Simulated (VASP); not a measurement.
# CdSe (Fm-3m) in VASP: notebook

The runs below take CdSe through single point, with PBEsol.

Everything below comes from runs of VASP 6.6.1. Logs are shortened: lines on timing, memory, paths and dates and some standing lists are left out, and cuts for length are marked.

## (1) The cell of the first run

It takes space group Fm-3m (No. 225, cubic). The conventional cell has a = 5.590 Å, b = 5.590 Å, c = 5.590 Å, α = 90.00°, β = 90.00°, γ = 90.00°. Cd (site symmetry m-3m) has 6 Se at 2.80 Å within 3.7 Å. Within 3.7 Å of Se (site symmetry m-3m) lie 6 Cd at 2.80 Å.

## (2) Single point, PBEsol

File INCAR:

```
SYSTEM = CdSe
PREC = Accurate ; ENCUT = 500
EDIFF = 1E-6 ; ISMEAR = -1
SIGMA = 0.05 ; LREAL = .False.
LASPH = .True. ; NELM = 120
ALGO = Normal ; ISIF = 2
LWAVE = .False. ; LCHARG = .False.
GGA = PS ; NBANDS = 16
GGA_COMPAT = .False.
```

File KPOINTS:

```
Automatic mesh
0
Gamma
  6 6 6
  0 0 0
```

File POSCAR:

```
CdSe
1.0
    0.0000000000      2.7951794378      2.7951794378
    2.7951794378      0.0000000000      2.7951794378
    2.7951794378      2.7951794378      0.0000000000
Cd Se
1 1
Direct
    0.0000000000      0.0000000000      0.0000000000
    0.5000000000      0.5000000000      0.5000000000
```

Potentials or basis: VASP PAW PBE potentials, release 64 (Cd, Se).

The run is started by

```
$ cat potpaw_PBE.64/Cd/POTCAR potpaw_PBE.64/Se/POTCAR > POTCAR
$ mpirun -np 1 vasp_std > vasp.out
```

OUTCAR:

```text
SYSTEM = CdSe
   PREC = Accurate
   ENCUT = 500
   EDIFF = 1E-6
   ISMEAR = -1
   LREAL = .False.
   LASPH = .True.
   NELM = 120
   ISIF = 2
   GGA = PS

 ion  position               nearest neighbor table
   1  0.000  0.000  0.000-   2 2.80   2 2.80   2 2.80   2 2.80   2 2.80   2 2.80
   2  0.500  0.500  0.500-   1 2.80   1 2.80   1 2.80   1 2.80   1 2.80   1 2.80

  LATTYP: Found a face centered cubic cell.
 ALAT       =     5.5903588756

  Lattice vectors:

 A1 = (   0.0000000000,   2.7951794378,   2.7951794378)
 A2 = (   2.7951794378,   0.0000000000,   2.7951794378)
 A3 = (   2.7951794378,   2.7951794378,   0.0000000000)

Analysis of symmetry for initial positions (statically):
=====================================================================
 Subroutine PRICEL returns:
 Original cell was already a primitive cell.

 Routine SETGRP: Setting up the symmetry group for a
 face centered cubic supercell.

 Subroutine GETGRP returns: Found 48 space group operations
 (whereof 48 operations were pure point group operations)
 out of a pool of 48 trial point group operations.

The static configuration has the point symmetry O_h .

Analysis of symmetry for dynamics (positions and initial velocities):
=====================================================================
 Subroutine PRICEL returns:
 Original cell was already a primitive cell.

 Routine SETGRP: Setting up the symmetry group for a
 face centered cubic supercell.

 Subroutine GETGRP returns: Found 48 space group operations
 (whereof 48 operations were pure point group operations)
 out of a pool of 48 trial point group operations.

The dynamic configuration has the point symmetry O_h .

 Subroutine INISYM returns: Found 48 space group operations
 (whereof 48 operations are pure point group operations),
 and found     1 'primitive' translations

----------------------------------------------------------------------------------------

                                     Primitive cell

  volume of cell :      43.6776

  direct lattice vectors                    reciprocal lattice vectors
     0.000000000  2.795179438  2.795179438    -0.178879393  0.178879393  0.178879393
     2.795179438  0.000000000  2.795179438     0.178879393 -0.178879393  0.178879393
     2.795179438  2.795179438  0.000000000     0.178879393  0.178879393 -0.178879393

  length of vectors
     3.952980670  3.952980670  3.952980670     0.309828196  0.309828196  0.309828196

  position of ions in fractional coordinates (direct lattice)
     0.000000000  0.000000000  0.000000000
     0.500000000  0.500000000  0.500000000

  ion indices of the primitive-cell ions
   primitive index   ion index
                 1           1
                 2           2

----------------------------------------------------------------------------------------

 KPOINTS: Automatic mesh

Automatic generation of k-mesh.
 Grid dimensions read from file:
 generate k-points for:    6    6    6

 Generating k-lattice:

  Cartesian coordinates                     Fractional coordinates (reciprocal lattice)
    -0.029813232  0.029813232  0.029813232     0.166666667  0.000000000  0.000000000
     0.029813232 -0.029813232  0.029813232     0.000000000  0.166666667  0.000000000
     0.029813232  0.029813232 -0.029813232     0.000000000  0.000000000  0.166666667

  Length of vectors
     0.051638033  0.051638033  0.051638033

  Shift w.r.t. Gamma in fractional coordinates (k-lattice)
     0.000000000  0.000000000  0.000000000

 Subroutine IBZKPT returns following result:
 ===========================================

 Found     16 irreducible k-points:

 Following reciprocal coordinates:
            Coordinates               Weight
  0.000000  0.000000  0.000000      1.000000
  0.166667  0.000000  0.000000      8.000000
  0.333333  0.000000  0.000000      8.000000
  0.500000  0.000000  0.000000      4.000000
  0.166667  0.166667  0.000000      6.000000
  0.333333  0.166667  0.000000     24.000000
[... 8 lines left out ...]
 -0.333333  0.333333  0.166667     24.000000
 -0.333333  0.500000  0.166667     12.000000
   k-points           NKPTS =     16   k-points in BZ     NKDIM =     16   number of bands    NBANDS=     16
   number of dos      NEDOS =    301   number of ions     NIONS =      2
   total plane-waves  NPLWV =  27000
   dimension x,y,z NGX =    30 NGY =   30 NGZ =   30
   dimension x,y,z NGXF=    60 NGYF=   60 NGZF=   60
   ions per type =               1   1
   NGX,Y,Z   is equivalent  to a cutoff of  12.62, 12.62, 12.62 a.u.
   NGXF,Y,Z  is equivalent  to a cutoff of  25.23, 25.23, 25.23 a.u.
 SYSTEM =  CdSe
   PREC   = accura    normal or accurate (medium, high low for compatibility)
   ISTART =      0    job   : 0-new  1-cont  2-samecut
   ICHARG =      2    charge: 1-file 2-atom 10-const
   ISPIN  =      1    spin polarized calculation?
   LNONCOLLINEAR =      F non collinear calculations
   LSORBIT =      F    spin-orbit coupling
   LASPH  =      T    aspherical Exc in radial PAW
   ENCUT  =  500.0 eV  36.75 Ry    6.06 a.u.   7.21  7.21  7.21*2*pi/ulx,y,z
   NELM   =    120;   NELMIN=  2; NELMDL= -5     # of ELM steps
   EDIFF  = 0.1E-05   stopping-criterion for ELM
   LREAL  =      F    real-space projection
   EDIFFG = 0.1E-04   stopping-criterion for IOM
   NSW    =      0    number of steps for IOM
   IBRION =     -1    ionic relax: 0-MD 1-quasi-New 2-CG
   NFREE  =      0    steps in history (QN), initial steepest desc. (CG)
   ISIF   =      2    stress and relaxation
   ISYM   =      2    0-nonsym 1-usesym 2-fastsym
   POTIM  = 0.5000    time-step for ionic-motion
   TEBEG  =    0.0;   TEEND  =   0.0 temperature during run
   PSTRESS=    0.0 pullay stress
   NELECT =      18.0000    total number of electrons
   NUPDOWN=      -1.0000    fix difference up-down
   EMIN   =  10.00;   EMAX   =-10.00  energy-range for DOS
   EFERMI =   0.00;   METHOD = LEGACY
   ISMEAR =    -1;   SIGMA  =   0.05  broadening in eV -4-tet -1-fermi 0-gaus
   EFERMI_NEDOS =   21; number of points for ismear=-14 and -15
   IALGO  =     38    algorithm
   IMIX   =      4    mixing-type and parameters
     AMIX     =   0.40;   BMIX     =  1.00
     AMIX_MAG =   1.60;   BMIX_MAG =  1.00
  volume/ion in A,a.u.               =      21.84       147.38
  Fermi-wavevector in a.u.,A,eV,Ry     =   1.218277  2.302209 20.193745  1.484198
  Thomas-Fermi vector in A             =   2.353569
   LORBIT       =      0    0 simple, 1 ext, 2 COOP (PROOUT), +10 PAW based schemes
   GGA     = PS    functional components
   LHFCALC =     F    Hartree Fock is set to
   AEXX    =    0.0000 exact exchange contribution
   IVDW    =     0    specifies the selected vdW correction
   LEPSILON=     F    determine dielectric tensor
   LRPA    =     F    only Hartree local field effects (RPA)
 non-spin polarized calculation
  energy-cutoff  :      500.00
  volume of cell :       43.68
 maximum number of plane-waves:      1125
 NGX is ok and might be reduce to    30
   NGX = 15   NGY = 15   NGZ = 15

 number of electron      17.9999995 magnetization

 Free energy of the ion-electron system (eV)
  ---------------------------------------------------
  ext. energy  EPLUGINS =         0.00000000
  ---------------------------------------------------
  free energy    TOTEN  =        -5.98081468 eV

  energy without entropy =       -5.97629969  energy(sigma->0) =       -5.97855719

 E-fermi :   2.9614     XC(G=0): -10.5888

 val. band max:        2.8778299961   @ k =   0.5000   0.0000   0.0000
 cond. band min:       3.2104815164   @ k =   0.0000   0.0000   0.0000
 fundamental gap:      0.3326515203
 Fermi energy:         2.9614375242

 k-point     1 :       0.0000    0.0000    0.0000
  band No.  band energies     occupation
      1     -10.5543      2.00000
      2      -5.1607      2.00000
      3      -5.1607      2.00000
      4      -5.1407      2.00000
      5      -5.1407      2.00000
      6      -5.1407      2.00000
[... 8 lines left out ...]
     15      13.0064      0.00000
     16      13.0064      0.00000

 k-point     2 :       0.1667    0.0000    0.0000
  band No.  band energies     occupation
      1     -10.3240      2.00000
      2      -5.2343      2.00000
      3      -5.2343      2.00000
      4      -5.1673      2.00000
      5      -5.0985      2.00000
      6      -5.0985      2.00000
[... 8 lines left out ...]
     15      12.5664      0.00000
     16      12.5664      0.00000

 k-point     3 :       0.3333    0.0000    0.0000
  band No.  band energies     occupation
      1      -9.7757      2.00000
      2      -5.3796      2.00000
      3      -5.3796      2.00000
      4      -5.2747      2.00000
      5      -5.0078      2.00000
      6      -5.0078      2.00000
[... 8 lines left out ...]
     15      14.1544      0.00000
     16      14.1544      0.00000

 k-point     4 :       0.5000    0.0000    0.0000
  band No.  band energies     occupation
      1      -9.4327      2.00000
      2      -5.4493      2.00000
      3      -5.4493      2.00000
      4      -5.3903      2.00000
      5      -4.9614      2.00000
      6      -4.9614      2.00000
[... 8 lines left out ...]
     15      15.9704      0.00000
     16      15.9704      0.00000
[... 172 lines left out ...]
 k-point    14 :       0.5000    0.3333    0.1667
  band No.  band energies     occupation
      1      -9.6021      2.00000
      2      -5.2863      2.00000
      3      -5.2062      2.00000
      4      -5.2047      2.00000
      5      -4.9726      2.00000
      6      -4.8685      2.00000
[... 8 lines left out ...]
     15      16.4904      0.00000
     16      17.1253      0.00000

 k-point    15 :      -0.3333    0.3333    0.1667
  band No.  band energies     occupation
      1      -9.4610      2.00000
      2      -5.3406      2.00000
      3      -5.1790      2.00000
      4      -5.1515      2.00000
      5      -4.9304      2.00000
      6      -4.7107      2.00000
[... 8 lines left out ...]
     15      14.9596      0.00000
     16      17.6030      0.00000

 k-point    16 :      -0.3333    0.5000    0.1667
  band No.  band energies     occupation
      1      -9.5071      2.00000
      2      -5.2301      2.00000
      3      -5.2219      2.00000
      4      -5.0372      2.00000
      5      -4.8963      2.00000
      6      -4.4195      2.00000
[... 8 lines left out ...]
     15      16.2917      0.00000
     16      18.0928      0.00000

------------------------ aborting loop because EDIFF is reached ----------------------------------------

  FORCE on cell =-STRESS in cart. coord.  units (eV):
  Direction    XX          YY          ZZ          XY          YZ          ZX
  --------------------------------------------------------------------------------------
  -------------------------------------------------------------------------------------
  Total        0.5639190      0.5639190      0.5639190      0.0000000     -0.0000000      0.0000000
  in kB       20.6856062     20.6856062     20.6856062      0.0000000     -0.0000000      0.0000000
  external PRESSURE =      20.6856062 kB  Pullay stress =       0.0000000 kB

 VOLUME and BASIS-vectors are now :
 -----------------------------------------------------------------------------
  energy-cutoff  :      500.00
  volume of cell :       43.68
      direct lattice vectors                 reciprocal lattice vectors
     0.000000000  2.795179438  2.795179438    -0.178879393  0.178879393  0.178879393
     2.795179438  0.000000000  2.795179438     0.178879393 -0.178879393  0.178879393
     2.795179438  2.795179438  0.000000000     0.178879393  0.178879393 -0.178879393

 POSITION                                       TOTAL-FORCE (eV/Angst)
 -----------------------------------------------------------------------------------
      0.00000      0.00000      0.00000         0.000000      0.000000     -0.000000
      2.79518      2.79518      2.79518        -0.000000      0.000000      0.000000
 -----------------------------------------------------------------------------------
    total drift:                               -0.000000      0.000000      0.000000

  FREE ENERGIE OF THE ION-ELECTRON SYSTEM (eV)
  ---------------------------------------------------
  free  energy   TOTEN  =        -5.9808146833 eV

  energy  without entropy=       -5.9762996890  energy(sigma->0) =       -5.97855719
```

It took 15 s on 1 thread of AMD EPYC 7R43 (Zen 3), shared host; peak memory 0.13 GiB.

What came out:

| Property | Result |
| --- | --- |
| Free energy | -5.9808 eV |
| Pressure | 2.1 GPa |
| Band gap on the k mesh | zero (band 9 reaches 2.88 eV, above the bottom of band 10 at 2.34 eV) |

Levels at points of the mesh, in eV from the Fermi level:
```csv
k point,band 5,band 6,band 7,band 8,band 9,band 10,band 11,band 12,band 13,band 14
"(0.00, 0.00, 0.00)",-8.10,-8.10,-0.81,-0.81,-0.81,0.25,8.58,8.58,8.58,9.88
"(0.50, 0.00, 0.00)",-7.92,-7.92,-5.46,-0.08,-0.08,2.78,5.09,5.09,6.45,11.36
"(0.50, 0.50, 0.00)",-7.86,-7.24,-4.74,-2.45,-2.45,-0.62,5.18,10.15,10.76,10.76
```

Caveat: the PAW data sets were made with another functional, which shifts forces and pressure a little.

## (3) Single point, PBEsol

This run uses another cell than the first one, of 22.79 Å³/atom, 1.043 times its volume.

File INCAR:

```
  PREC = Accurate
  ENCUT = 500
  EDIFF = 1E-6
  ISMEAR = -1
  SIGMA = 0.05
  LREAL = False
  LASPH = True
  NELM = 120
  ALGO = Normal
  ISIF = 2
  LWAVE = False
  LCHARG = True
  GGA = PS
  LELF = True
  LVHAR = True
  NBANDS = 16
  GGA_COMPAT = False
```

File KPOINTS:

```
regular mesh
0
Gamma
  6 6 6
```

File POSCAR:

```
CdSe
1.0
    0.0000000000      2.8351159683      2.8351159683
    2.8351159683      0.0000000000      2.8351159683
    2.8351159683      2.8351159683      0.0000000000
Cd Se
1 1
Direct
    0.0000000000      0.0000000000      0.0000000000
    0.5000000000      0.5000000000      0.5000000000
```

Potentials or basis: VASP PAW PBE potentials, release 64 (Cd, Se).

The run is started by

```
$ cat potpaw_PBE.64/Cd/POTCAR potpaw_PBE.64/Se/POTCAR > POTCAR
$ mpirun -np 1 vasp_std > vasp.out
```

Run time: 15 s. Hardware: 1 thread of AMD EPYC 7R43 (Zen 3), shared host; peak memory 0.13 GiB.

It converged, with:

```
Free energy            : -5.9861 eV
Pressure               : -1.0 GPa
Band gap on the k mesh : zero (band 9 reaches 2.46 eV, above the bottom of band 10 at 1.95 eV)
```

Levels at points of the mesh, in eV from the Fermi level:
```tsv
k point	band 6	band 7	band 8	band 9	band 10	band 11	band 12	band 13
(0.00, 0.00, 0.00)	-7.99	-0.73	-0.73	-0.73	0.07	8.56	8.56	8.56
(0.50, 0.00, 0.00)	-7.83	-5.23	-0.09	-0.09	2.82	5.12	5.12	6.12
(0.50, 0.50, 0.00)	-7.24	-4.44	-2.28	-2.28	-0.60	5.25	9.84	10.45
```

Caveat: the PAW data sets were made with another functional, which shifts forces and pressure a little.
